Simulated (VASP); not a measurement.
# WSe2 (P6_3/mmc) in VASP: a series of runs, part 2 of 2

VASP 6.6.1. The steps go on from the part before.

### Step 3. Relaxation of cell and atoms, LDA

This run uses another cell than the first one, of 21.85 Å³/atom.

Input file INCAR:

```
SYSTEM = WSe2
PREC = Accurate ; ENCUT = 600
EDIFF = 1E-6 ; ISMEAR = 0
SIGMA = 0.01 ; LREAL = .FALSE.
LASPH = .TRUE. ; NELM = 80
ALGO = Normal ; ISIF = 3
LWAVE = .FALSE. ; LCHARG = .FALSE.
GGA = CA ; IBRION = 2
NSW = 80 ; EDIFFG = -0.005
```

Input file KPOINTS:

```
Automatic mesh
0
G
  10 10 2
  0 0 0
```

Input file POSCAR:

```
WSe2
1.0
    3.3199329000      0.0000000000      0.0000000000
   -1.6599665000      2.8751462000      0.0000000000
    0.0000000000      0.0000000000     13.7371873000
W Se
2 4
Direct
    0.6666666700      0.3333333300      0.7500000000
    0.3333333300      0.6666666700      0.2500000000
    0.3333333300      0.6666666700      0.8710007900
    0.6666666700      0.3333333300      0.3710007900
    0.3333333300      0.6666666700      0.6289992100
    0.6666666700      0.3333333300      0.1289992100
```

Potentials or basis: VASP PAW LDA potentials, release 64 (W_sv, Se).

Command:

```
cat potpaw_LDA.64/W_sv/POTCAR potpaw_LDA.64/Se/POTCAR > POTCAR
mpirun -np 1 vasp_std > vasp.out
```

OUTCAR:

```text
SYSTEM = WSe2
   PREC = Accurate
   ENCUT = 600
   EDIFF = 1E-6
   ISMEAR = 0
   LREAL = .FALSE.
   LASPH = .TRUE.
   NELM = 80
   ISIF = 3
   GGA = CA
   IBRION = 2
   NSW = 80
   EDIFFG = -0.005

 ion  position               nearest neighbor table
   1  0.667  0.333  0.750-   3 2.54   5 2.54   3 2.54   5 2.54   3 2.54   5 2.54
   2  0.333  0.667  0.250-   4 2.54   6 2.54   4 2.54   6 2.54   4 2.54   6 2.54
   3  0.333  0.667  0.871-   1 2.54   1 2.54   1 2.54
   4  0.667  0.333  0.371-   2 2.54   2 2.54   2 2.54
   5  0.333  0.667  0.629-   1 2.54   1 2.54   1 2.54
   6  0.667  0.333  0.129-   2 2.54   2 2.54   2 2.54

  LATTYP: Found a hexagonal cell.
 ALAT       =     3.3199329000
 C/A-ratio  =     4.1377906463

  Lattice vectors:

 A1 = (   3.3199329000,   0.0000000000,   0.0000000000)
[... 396 lines left out ...]
  ---------------------------------------------------
  free energy    TOTEN  =       -48.49454574 eV

  energy without entropy =      -48.49454574  energy(sigma->0) =      -48.49454574

 E-fermi :   6.7018     XC(G=0): -11.1746

 val. band max:        6.6084307691   @ k =   0.0000   0.0000   0.0000
 cond. band min:       7.5013073724   @ k =   0.2000   0.2000   0.0000
 fundamental gap:      0.8928766033
 Fermi energy:         6.7017620327

 k-point     1 :       0.0000    0.0000    0.0000
  band No.  band energies     occupation
      1     -67.2298      2.00000
      2     -67.2298      2.00000
      3     -31.7711      2.00000
      4     -31.7711      2.00000
      5     -31.6010      2.00000
      6     -31.6010      2.00000
[... 805 lines left out ...]
     30       9.1389      0.00000
     31      10.0640      0.00000

 [... further k-points ...]

------------------------ aborting loop because EDIFF is reached ----------------------------------------

  FORCE on cell =-STRESS in cart. coord.  units (eV):
  Direction    XX          YY          ZZ          XY          YZ          ZX
  --------------------------------------------------------------------------------------
  -------------------------------------------------------------------------------------
  Total        0.0040568      0.0040568     -0.0272470     -0.0000000     -0.0000000     -0.0000000
  in kB        0.0551786      0.0551786     -0.3706020     -0.0000000     -0.0000000     -0.0000000
  external PRESSURE =      -0.0867483 kB  Pullay stress =       0.0000000 kB
[... 21 lines left out ...]
  FREE ENERGIE OF THE ION-ELECTRON SYSTEM (eV)
  ---------------------------------------------------
  free  energy   TOTEN  =       -48.4945457437 eV

  energy  without entropy=      -48.4945457437  energy(sigma->0) =      -48.49454574

 reached required accuracy - stopping structural energy minimisation
```

Run time: 29 min. Hardware: 1 thread of Intel Xeon Platinum 8488C (Sapphire Rapids), shared host; peak memory 0.31 GiB.

Results:

* Free energy: -48.4945 eV
* Relaxed volume: 19.63 Å³/atom
* Relaxed cell: a = 3.255 Å, b = 3.255 Å, c = 12.840 Å, α = 90.00°, β = 90.00°, γ = 120.00°
* Space group after relaxing (to 0.1 Å): P6_3/mmc (No. 194)
* Energy gained by relaxing: 23.8 meV/atom
* Ionic steps: 38
* Pressure after relaxing: 0.0 GPa
* Band gap on the k mesh: 0.89 eV (least direct gap 1.86 eV)

The path:
| step | energy change (eV) | largest force (eV/Å) | pressure (GPa) | volume (Å³) |
| --- | --- | --- | --- | --- |
| 1 | 0.0000 | 0.2381 | -4.70 | 131.13 |
| 2 | 0.1743 | 1.6232 | 10.38 | 119.32 |
| 3 | -0.0701 | 0.3531 | -0.12 | 126.84 |
| 4 | -0.0895 | 0.0950 | -0.23 | 125.63 |
| 5 | -0.0895 | 0.0851 | -0.23 | 125.58 |
| 6 | -0.0936 | 0.1177 | 0.05 | 124.93 |
| 7 | -0.1026 | 0.2197 | 0.96 | 123.00 |
| 8 | -0.1035 | 0.4339 | 3.01 | 119.16 |
| 9 | -0.1059 | 0.3449 | 2.08 | 120.82 |
| 10 | -0.1065 | 0.3420 | 2.08 | 120.77 |
| 11 | -0.1081 | 0.3350 | 2.06 | 120.62 |
| 12 | -0.1114 | 0.3204 | 2.01 | 120.32 |
| 13 | -0.1173 | 0.2913 | 1.92 | 119.73 |
| 14 | -0.1270 | 0.2341 | 1.78 | 118.54 |
| 15 | -0.1353 | 0.1199 | 1.66 | 116.17 |
| 16 | -0.1393 | 0.0570 | 1.01 | 116.78 |
| 17 | -0.1416 | 0.0288 | 0.14 | 117.63 |
| 18 | -0.1417 | 0.0397 | 0.05 | 117.74 |
| 19 | -0.1417 | 0.0440 | 0.01 | 117.78 |
| 20 | -0.1420 | 0.0320 | 0.01 | 117.82 |
| 21 | -0.1426 | 0.0032 | 0.03 | 117.96 |
| 22 | -0.1426 | 0.0127 | 0.02 | 117.99 |
| 23 | -0.1426 | 0.0113 | 0.02 | 117.98 |
| 24 | -0.1426 | 0.0079 | 0.00 | 118.00 |
| 25 | -0.1426 | 0.0008 | -0.07 | 118.03 |
| 26 | -0.1426 | 0.0014 | -0.08 | 118.02 |
| 27 | -0.1426 | 0.0018 | -0.09 | 118.02 |
| 28 | -0.1426 | 0.0029 | -0.10 | 118.01 |
| 29 | -0.1426 | 0.0015 | -0.07 | 117.98 |
| 30 | -0.1427 | 0.0114 | 0.01 | 117.91 |
| 31 | -0.1427 | 0.0111 | -0.01 | 117.89 |
| 32 | -0.1427 | 0.0091 | 0.02 | 117.86 |
| 33 | -0.1427 | 0.0050 | 0.03 | 117.78 |
| 34 | -0.1427 | 0.0010 | 0.00 | 117.80 |
| 35 | -0.1427 | 0.0057 | -0.03 | 117.81 |
| 36 | -0.1427 | 0.0035 | -0.03 | 117.81 |
| 37 | -0.1427 | 0.0021 | -0.02 | 117.80 |
| 38 | -0.1427 | 0.0008 | -0.01 | 117.79 |

Final structure:
```
W Se
1.0
     3.25468    0.00000    0.00000
    -1.62734    2.81864    0.00000
     0.00000    0.00000   12.84023
W Se
2 4
Direct
  0.66667 0.33333 0.75000
  0.33333 0.66667 0.25000
  0.33333 0.66667 0.88011
  0.66667 0.33333 0.38011
  0.33333 0.66667 0.61989
  0.66667 0.33333 0.11989
```

Levels at points of the mesh, in eV from the valence-band top:
```tsv
k point	band 22	band 23	band 24	band 25	band 26	band 27	band 28	band 29	band 30	band 31
(0.00, 0.00, 0.00)	-1.48	-1.48	-1.26	-1.01	0.00	2.72	2.72	2.77	2.77	2.82
(0.50, 0.00, 0.00)	-2.44	-1.46	-1.31	-1.31	-1.02	2.20	2.24	2.29	2.74	2.94
(0.00, 0.00, 0.50)	-1.51	-1.51	-1.51	-0.22	-0.22	2.72	2.72	2.72	2.72	2.96
(0.50, 0.00, 0.50)	-2.61	-1.37	-1.37	-1.16	-1.16	2.21	2.21	2.55	2.55	3.37
```

Caveat: spin-orbit coupling is left out, which moves the levels of the heavy elements. A k mesh can miss the band edges.
